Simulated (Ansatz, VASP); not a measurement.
## Two plane-wave programs on Si

```
Si
1.0
     0.00000    2.71673    2.71673
     2.71673    0.00000    2.71673
     2.71673    2.71673    0.00000
Si
2
Direct
  0.00000 0.00000 0.00000
  0.25000 0.25000 0.25000
```

Alike in both runs: task single point; functional PBEsol; k mesh 14 × 14 × 14; no spin polarisation.

|  | VASP | Ansatz |
| --- | --- | --- |
| version | VASP 6.6.1 | Ansatz 0.2.0 |
| potentials or method | VASP PAW PBE potentials, release 64 (Si), cutoff 500 eV | scalar-relativistic, plane waves, PAW |
| occupations | gaussian, width 0.01 eV | fixed |
| valence electrons in the cell | 8 | 8 |

VASP gave:

```
gap on the k mesh at the Fermi level (eV) : 0.46
least direct gap on the mesh (eV)         : 2.52
pressure (GPa)                            : 0.1
```

Question: Which values does Ansatz return?

Answer: gap on the k mesh at the Fermi level (eV): 0.47; least direct gap on the mesh (eV): 2.52; pressure (GPa): 0.0.

VASP's potentials were made for PBE, not for PBEsol, and Ansatz warns of the same on its side.
